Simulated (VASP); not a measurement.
# Co (P6/mmm) in VASP: a series of runs

Runs on Co. Level: PBE. Tasks: relaxation of cell and atoms, single point.

Everything below comes from runs of VASP 6.6.1. Logs are shortened: lines on timing, memory, paths and dates and some standing lists are left out, and cuts for length are marked.

**1. The cell of the first run**

Symmetry: P6/mmm, No. 191, hexagonal system. Conventional cell: a = 3.970 Å, b = 3.970 Å, c = 2.434 Å, α = 90.00°, β = 90.00°, γ = 120.00°. Within 3.2 Å of Co (site symmetry 6/mmm) lie 14 Co at 2.43 to 2.60 Å. Co (site symmetry -6m2) has 11 Co at 2.29 to 2.60 Å within 3.0 Å.

This isn't the form of Co at room conditions, which is hcp.

**2. Relaxation of cell and atoms, PBE**

File INCAR:

```
ALGO     = Normal         # electronic algorithm
EDIFF    = 1E-7           # SCF threshold, eV
EDIFFG   = -0.01          # ionic threshold
ENCUT    = 600            # plane-wave cutoff, eV
GGA      = PE             # functional
IBRION   = 2              # ionic algorithm
ISIF     = 3              # what is computed and relaxed
ISMEAR   = -1             # smearing method
LASPH    = T              # aspherical terms in the spheres
LCHARG   = F              # write CHGCAR
LREAL    = F              # projectors in reciprocal space
LWAVE    = F              # write WAVECAR
NELM     = 100            # most SCF steps
NSW      = 80             # ionic steps
PREC     = Accurate       # precision mode
SIGMA    = 0.1            # smearing width, eV
```

File KPOINTS:

```
k-points
0
Gamma
  9 9 13
```

File POSCAR:

```
Co
1.0
    3.9701439143      0.0000000000      0.0000000000
   -1.9850719572      3.4382454865      0.0000000000
    0.0000000000      0.0000000000      2.4336982195
Co
3
Direct
    0.0000000000      0.0000000000      0.0000000000
    0.3333333333      0.6666666667      0.5000000000
    0.6666666667      0.3333333333      0.5000000000
```

Potentials or basis: VASP PAW PBE potentials, release 64 (Co).

Started as:

```sh
$ cat potpaw_PBE.64/Co/POTCAR > POTCAR
$ mpirun -np 1 vasp_std > vasp.out
```

OUTCAR:

```text
EDIFF = 1E-7
   EDIFFG = -0.01
   ENCUT = 600
   GGA = PE
   IBRION = 2
   ISIF = 3
   ISMEAR = -1
   LASPH = T
   LREAL = F
   NELM = 100
   NSW = 80
   PREC = Accurate

 ion  position               nearest neighbor table
   1  0.000  0.000  0.000-   2 2.60   3 2.60   2 2.60   3 2.60   3 2.60   3 2.60   2 2.60   2 2.60
                             3 2.60   3 2.60   2 2.60   2 2.60
   2  0.333  0.667  0.500-   3 2.29   3 2.29   3 2.29   1 2.60   1 2.60   1 2.60   1 2.60   1 2.60
                             1 2.60
   3  0.667  0.333  0.500-   2 2.29   2 2.29   2 2.29   1 2.60   1 2.60   1 2.60   1 2.60   1 2.60
                             1 2.60

  LATTYP: Found a hexagonal cell.
 ALAT       =     3.9701439143
 C/A-ratio  =     0.6130000000

  Lattice vectors:

 A1 = (   3.9701439143,   0.0000000000,   0.0000000000)
 A2 = (  -1.9850719572,   3.4382454865,   0.0000000000)
 A3 = (   0.0000000000,   0.0000000000,   2.4336982195)

Analysis of symmetry for initial positions (statically):
=====================================================================
 Subroutine PRICEL returns:
 Original cell was already a primitive cell.

 Routine SETGRP: Setting up the symmetry group for a
 hexagonal supercell.

 Subroutine GETGRP returns: Found 24 space group operations
 (whereof 24 operations were pure point group operations)
 out of a pool of 24 trial point group operations.

The static configuration has the point symmetry D_6h.

Analysis of symmetry for dynamics (positions and initial velocities):
=====================================================================
 Subroutine PRICEL returns:
 Original cell was already a primitive cell.

 Routine SETGRP: Setting up the symmetry group for a
 hexagonal supercell.

 Subroutine GETGRP returns: Found 24 space group operations
 (whereof 24 operations were pure point group operations)
 out of a pool of 24 trial point group operations.

The dynamic configuration has the point symmetry D_6h.

 Subroutine INISYM returns: Found 24 space group operations
 (whereof 24 operations are pure point group operations),
 and found     1 'primitive' translations

----------------------------------------------------------------------------------------

                                     Primitive cell

  volume of cell :      33.2208

  direct lattice vectors                    reciprocal lattice vectors
     3.970143914  0.000000000  0.000000000     0.251880038  0.145423008  0.000000000
    -1.985071957  3.438245487  0.000000000     0.000000000  0.290846015  0.000000000
     0.000000000  0.000000000  2.433698220     0.000000000  0.000000000  0.410897289

  length of vectors
     3.970143914  3.970143914  2.433698220     0.290846015  0.290846015  0.410897289

  position of ions in fractional coordinates (direct lattice)
     0.000000000  0.000000000  0.000000000
     0.333333333  0.666666667  0.500000000
     0.666666667  0.333333333  0.500000000

  ion indices of the primitive-cell ions
   primitive index   ion index
                 1           1
                 2           2
                 3           3

----------------------------------------------------------------------------------------

 KPOINTS: k-points

Automatic generation of k-mesh.
 Grid dimensions read from file:
 generate k-points for:    9    9   13

 Generating k-lattice:

  Cartesian coordinates                     Fractional coordinates (reciprocal lattice)
     0.027986671  0.016158112  0.000000000     0.111111111 -0.000000000  0.000000000
     0.000000000  0.032316224  0.000000000     0.000000000  0.111111111  0.000000000
     0.000000000  0.000000000  0.031607484     0.000000000  0.000000000  0.076923077

  Length of vectors
     0.032316224  0.032316224  0.031607484

  Shift w.r.t. Gamma in fractional coordinates (k-lattice)
     0.000000000  0.000000000  0.000000000

 Subroutine IBZKPT returns following result:
 ===========================================

 Found     84 irreducible k-points:

 Following reciprocal coordinates:
            Coordinates               Weight
  0.000000  0.000000  0.000000      1.000000
  0.111111 -0.000000  0.000000      6.000000
  0.222222 -0.000000  0.000000      6.000000
  0.333333 -0.000000  0.000000      6.000000
  0.444444 -0.000000  0.000000      6.000000
  0.111111  0.111111  0.000000      6.000000
[... 16 lines left out ...]
  0.333333  0.222222  0.076923     24.000000
  0.333333  0.333333  0.076923      4.000000
 [... further k-points ...]
   k-points           NKPTS =     84   k-points in BZ     NKDIM =     84   number of bands    NBANDS=     17
   number of dos      NEDOS =    301   number of ions     NIONS =      3
   total plane-waves  NPLWV =  20480
   dimension x,y,z NGX =    32 NGY =   32 NGZ =   20
   dimension x,y,z NGXF=    64 NGYF=   64 NGZF=   40
   ions per type =               3
   NGX,Y,Z   is equivalent  to a cutoff of  13.40, 13.40, 13.66 a.u.
   NGXF,Y,Z  is equivalent  to a cutoff of  26.80, 26.80, 27.32 a.u.
 SYSTEM =  unknown system
   PREC   = accura    normal or accurate (medium, high low for compatibility)
   ISTART =      0    job   : 0-new  1-cont  2-samecut
   ICHARG =      2    charge: 1-file 2-atom 10-const
   ISPIN  =      1    spin polarized calculation?
   LNONCOLLINEAR =      F non collinear calculations
   LSORBIT =      F    spin-orbit coupling
   LASPH  =      T    aspherical Exc in radial PAW
   ENCUT  =  600.0 eV  44.10 Ry    6.64 a.u.   7.93  7.93  4.86*2*pi/ulx,y,z
   NELM   =    100;   NELMIN=  2; NELMDL= -5     # of ELM steps
   EDIFF  = 0.1E-06   stopping-criterion for ELM
   LREAL  =      F    real-space projection
   EDIFFG = -.1E-01   stopping-criterion for IOM
   NSW    =     80    number of steps for IOM
   IBRION =      2    ionic relax: 0-MD 1-quasi-New 2-CG
   NFREE  =      1    steps in history (QN), initial steepest desc. (CG)
   ISIF   =      3    stress and relaxation
   ISYM   =      2    0-nonsym 1-usesym 2-fastsym
   POTIM  = 0.5000    time-step for ionic-motion
   TEBEG  =    0.0;   TEEND  =   0.0 temperature during run
   PSTRESS=    0.0 pullay stress
   NELECT =      27.0000    total number of electrons
   NUPDOWN=      -1.0000    fix difference up-down
   EMIN   =  10.00;   EMAX   =-10.00  energy-range for DOS
   EFERMI =   0.00;   METHOD = LEGACY
   ISMEAR =    -1;   SIGMA  =   0.10  broadening in eV -4-tet -1-fermi 0-gaus
   EFERMI_NEDOS =   21; number of points for ismear=-14 and -15
   IALGO  =     38    algorithm
   IMIX   =      4    mixing-type and parameters
     AMIX     =   0.40;   BMIX     =  1.00
     AMIX_MAG =   1.60;   BMIX_MAG =  1.00
  volume/ion in A,a.u.               =      11.07        74.73
  Fermi-wavevector in a.u.,A,eV,Ry     =   1.527775  2.887077 31.757320  2.334097
  Thomas-Fermi vector in A             =   2.635625
   LORBIT       =      0    0 simple, 1 ext, 2 COOP (PROOUT), +10 PAW based schemes
   GGA     = PE    functional components
   LHFCALC =     F    Hartree Fock is set to
   AEXX    =    0.0000 exact exchange contribution
   IVDW    =     0    specifies the selected vdW correction
   LEPSILON=     F    determine dielectric tensor
   LRPA    =     F    only Hartree local field effects (RPA)
 conjugate gradient relaxation of ions
 non-spin polarized calculation
  energy-cutoff  :      600.00
  volume of cell :       33.22
 maximum number of plane-waves:      1128
 NGX is ok and might be reduce to    32
   NGX = 15   NGY = 15   NGZ =  9

--------------------------------------- Ionic step        1  -------------------------------------------

 number of electron      27.0000007 magnetization

 Free energy of the ion-electron system (eV)
  ---------------------------------------------------
  ext. energy  EPLUGINS =         0.00000000
  ---------------------------------------------------
  free energy    TOTEN  =       -20.11997568 eV

  energy without entropy =      -19.80179013  energy(sigma->0) =      -19.96088290

 E-fermi :   9.8513     XC(G=0): -13.2895

 val. band max:        9.8508574815   @ k =   0.4444  -0.0000   0.0000
 cond. band min:       9.8525055583   @ k =   0.1111   0.1111   0.2308
 fundamental gap:      0.0016480768
 Fermi energy:         9.8512724219

 k-point     1 :       0.0000    0.0000    0.0000
  band No.  band energies     occupation
      1       1.1834      2.00000
      2       5.9810      2.00000
      3       7.1640      2.00000
      4       7.1640      2.00000
      5       7.1812      2.00000
      6       7.1812      2.00000
[... 9 lines left out ...]
     16      10.2610      0.03268
     17      16.6018      0.00000

 k-point     2 :       0.1111   -0.0000    0.0000
  band No.  band energies     occupation
      1       1.3548      2.00000
      2       5.9921      2.00000
      3       6.7548      2.00000
      4       6.9598      2.00000
      5       7.1724      2.00000
      6       7.5527      2.00000
[... 9 lines left out ...]
     16      10.2461      0.03786
     17      14.5737      0.00000
[... 564 lines left out ...]
 VOLUME and BASIS-vectors are now :
 -----------------------------------------------------------------------------
  energy-cutoff  :      600.00
  volume of cell :       31.58
      direct lattice vectors                 reciprocal lattice vectors
     3.902688695  0.000000000  0.000000000     0.256233607  0.147936542 -0.000000000
    -1.951344348  3.379827553 -0.000000000    -0.000000000  0.295873084 -0.000000000
     0.000000000  0.000000000  2.394450722    -0.000000000  0.000000000  0.417632316

 POSITION                                       TOTAL-FORCE (eV/Angst)
 -----------------------------------------------------------------------------------
      0.00000      0.00000      0.00000         0.000000     -0.000000      0.000000
     -0.00000      2.25322      1.19723        -0.000000      0.000000     -0.000000
      1.95134      1.12661      1.19723         0.000000     -0.000000      0.000000
 -----------------------------------------------------------------------------------
    total drift:                               -0.000000      0.000000      0.000000

  FREE ENERGIE OF THE ION-ELECTRON SYSTEM (eV)
  ---------------------------------------------------
  free  energy   TOTEN  =       -20.1757093701 eV

  energy  without entropy=      -19.8766435514  energy(sigma->0) =      -20.02617646

--------------------------------------- Ionic step        5  -------------------------------------------

 number of electron      27.0000003 magnetization

 Free energy of the ion-electron system (eV)
  ---------------------------------------------------
  ext. energy  EPLUGINS =         0.00000000
  ---------------------------------------------------
  free energy    TOTEN  =       -20.17574775 eV

  energy without entropy =      -19.87638905  energy(sigma->0) =      -20.02606840

 E-fermi :  10.5970     XC(G=0): -13.5817

 val. band max:       10.5966980776   @ k =   0.4444  -0.0000   0.0000
 cond. band min:      10.5971567740   @ k =   0.1111   0.1111   0.2308
 fundamental gap:      0.0004586963
 Fermi energy:        10.5970123530

 k-point     1 :       0.0000    0.0000    0.0000
  band No.  band energies     occupation
      1       1.6010      2.00000
      2       6.4405      2.00000
      3       7.7178      2.00000
      4       7.7178      2.00000
      5       7.7299      2.00000
      6       7.7299      2.00000
[... 9 lines left out ...]
     16      11.0396      0.02363
     17      17.6108      0.00000

 k-point     2 :       0.1111   -0.0000    0.0000
  band No.  band energies     occupation
      1       1.7789      2.00000
      2       6.4556      2.00000
      3       7.2792      2.00000
      4       7.4940      2.00000
      5       7.7314      2.00000
      6       8.1312      2.00000
[... 9 lines left out ...]
     16      11.0235      0.02772
     17      15.5304      0.00000
[... 453 lines left out ...]
 VOLUME and BASIS-vectors are now :
 -----------------------------------------------------------------------------
  energy-cutoff  :      600.00
  volume of cell :       31.62
      direct lattice vectors                 reciprocal lattice vectors
     3.905807169  0.000000000 -0.000000000     0.256029025  0.147818426  0.000000000
    -1.952903585  3.382528231 -0.000000000    -0.000000000  0.295636853  0.000000000
     0.000000000 -0.000000000  2.393070945     0.000000000  0.000000000  0.417873111

 POSITION                                       TOTAL-FORCE (eV/Angst)
 -----------------------------------------------------------------------------------
     -1.95290      3.38253      2.39307        -0.000000     -0.000000      0.000000
     -0.00000      2.25502      1.19654        -0.000000      0.000000      0.000000
      1.95290      1.12751      1.19654         0.000000      0.000000      0.000000
 -----------------------------------------------------------------------------------
    total drift:                               -0.000000      0.000000      0.000000

  FREE ENERGIE OF THE ION-ELECTRON SYSTEM (eV)
  ---------------------------------------------------
  free  energy   TOTEN  =       -20.1757477536 eV

  energy  without entropy=      -19.8763890519  energy(sigma->0) =      -20.02606840

 reached required accuracy - stopping structural energy minimisation
```

Wall time 6.2 min (1 thread of AMD EPYC 7R43 (Zen 3), shared host); peak memory 0.16 GiB.

What came out:

| Quantity | Value |
| --- | --- |
| Free energy | -20.1757 eV |
| Relaxed volume | 10.54 Å³/atom |
| Relaxed cell | a = 3.906 Å, b = 3.906 Å, c = 2.393 Å, α = 90.00°, β = 90.00°, γ = 120.00° |
| Space group after relaxing (to 0.1 Å) | P6/mmm (No. 191) |
| Energy gained by relaxing | 18.6 meV/atom |
| Ionic steps | 5 |
| Pressure after relaxing | -0.1 GPa |
| Band gap on the k mesh | zero (an odd number of electrons rules out a gap without spin polarisation) |

The path:
```
step  energy change (eV)  largest force (eV/Å)  pressure (GPa)  volume (Å³)
   1              0.0000                0.0000          -10.46        33.22
   2              0.0227                0.0000           15.30        29.86
   3             -0.0557                0.0000           -0.12        31.62
   4             -0.0557                0.0000            0.12        31.58
   5             -0.0558                0.0000           -0.11        31.62
```

Final structure:
```cif
data_structure
_symmetry_space_group_name_H-M 'P 1'
_symmetry_Int_Tables_number 1
_cell_length_a 3.9058
_cell_length_b 3.9058
_cell_length_c 2.3931
_cell_angle_alpha 90.000
_cell_angle_beta 90.000
_cell_angle_gamma 120.000
_cell_volume 31.62
loop_
_atom_site_label
_atom_site_type_symbol
_atom_site_fract_x
_atom_site_fract_y
_atom_site_fract_z
_atom_site_occupancy
Co1 Co 0.00000 0.00000 0.00000 1
Co2 Co 0.33333 0.66667 0.50000 1
Co3 Co 0.66667 0.33333 0.50000 1
```

Caveat: the run has no spin polarisation, though such a crystal can be magnetic. Spin polarisation is off, so any magnetic state and its effect on volume and gap are missing.

[end of part 1 of 3]
